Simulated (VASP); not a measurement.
Li:

```
CELL_PARAMETERS angstrom
-1.75465 1.75465 1.75465
1.75465 -1.75465 1.75465
1.75465 1.75465 -1.75465
ATOMIC_POSITIONS crystal
Li 0.00000 0.00000 0.00000
```

| Item | Value |
| --- | --- |
| Program | VASP 6.6.1 |
| Task | relaxation of cell and atoms |
| Functional | PBE |
| Dispersion | D3(BJ) |
| Potentials or basis | VASP PAW PBE potentials, release 64 (Li_sv) |
| Cutoff | 600 eV |
| k mesh | 11 × 11 × 11 |
| Occupations | fermi-dirac, width 0.05 eV |
| Spin | no spin polarisation |

At the start: pressure -2.1 GPa; volume 21.61 Å³/atom.

Q: How do energy, volume and symmetry change on relaxing?

A: Over 5 steps the energy falls by 26.2 meV/atom and the volume is 18.19 Å³/atom (-15.8 %); space group Im-3m (No. 229, to 0.05 Å).

Step by step:
```
step  energy change (eV)  largest force (eV/Å)  pressure (GPa)  volume (Å³)
   1              0.0000                0.0000           -2.06        21.61
   2             -0.0102                0.0000           -1.72        20.75
   3             -0.0243                0.0000           -0.68        18.94
   4             -0.0062                0.0000            2.99        15.65
   5             -0.0262                0.0000           -0.11        18.19
```

Final structure:
```
CELL_PARAMETERS angstrom
-1.65684 1.65684 1.65684
1.65684 -1.65684 1.65684
1.65684 1.65684 -1.65684
ATOMIC_POSITIONS crystal
Li 0.00000 0.00000 0.00000
```

The cell as given is a measured one (21.61 Å³/atom); PBE+D3(BJ) puts the equilibrium volume -15.8 % from it, thermal expansion not counted.

Caveat: the cutoff is under 1.25 times the usual one of these potentials, so pressure, stress and relaxed cells hold a basis-set (Pulay) error; the volume moved by over 15 % at a fixed basis, so the end points are rough; the volume moved by -16 % from the deposited cell, more than functionals usually miss; pairwise dispersion overbinds metals, which lowers pressure and volume.
